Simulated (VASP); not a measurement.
A run of VASP 6.6.1:

Contents of POSCAR:

```
Sr
1.0
   -2.4106500000      2.4106500000      2.4844403632
    2.4106500000     -2.4106500000      2.4844403632
    2.4106500000      2.4106500000     -2.4844403632
Sr
1
Direct
    0.0000000000      0.0000000000      0.0000000000
```

The input INCAR.step1:

```
ALGO     = Normal         # electronic algorithm
EDIFF    = 1E-4           # SCF threshold, eV
ENCUT    = 520            # plane-wave cutoff, eV
GGA      = PE             # functional
ISMEAR   = -1             # smearing method
LASPH    = True           # aspherical terms in the spheres
LCHARG   = False          # write CHGCAR
LREAL    = False          # projectors in reciprocal space
LWAVE    = True           # write WAVECAR
NBANDS   = 11             # bands
NELM     = 80             # most SCF steps
PREC     = Accurate       # precision mode
SIGMA    = 0.3            # smearing width, eV
```

The input INCAR.step2:

```
ALGO     = Normal         # electronic algorithm
EDIFF    = 1E-6           # SCF threshold, eV
ENCUT    = 520            # plane-wave cutoff, eV
ISIF     = 2              # what is computed and relaxed
ISMEAR   = -1             # smearing method
ISTART   = 1            
LASPH    = True           # aspherical terms in the spheres
LCHARG   = False          # write CHGCAR
LMIXTAU  = True         
LREAL    = False          # projectors in reciprocal space
LWAVE    = False          # write WAVECAR
METAGGA  = R2SCAN         # meta-GGA
NBANDS   = 11             # bands
NELM     = 80             # most SCF steps
PREC     = Accurate       # precision mode
SIGMA    = 0.3            # smearing width, eV
```

The input KPOINTS:

```
k-points
0
Gamma
  10 10 10
```

Potentials or basis: VASP PAW PBE potentials, release 64 (Sr_sv).

Launch:

```bash
$ cat potpaw_PBE.64/Sr_sv/POTCAR > POTCAR
$ cp INCAR.step1 INCAR
$ mpirun -np 1 vasp_std > vasp.out
$ cp INCAR.step2 INCAR
$ mpirun -np 1 vasp_std > vasp.out
```

Hardware: 1 thread of Intel(R) Xeon(R) 6975P-C (Granite Rapids), on a shared host.

Problem. How long does it take, and how much memory?

Solution. It took 66 s on 1 thread of Intel(R) Xeon(R) 6975P-C (Granite Rapids), with other jobs on the host, peak memory 0.22 GiB. Counts: k points 102.
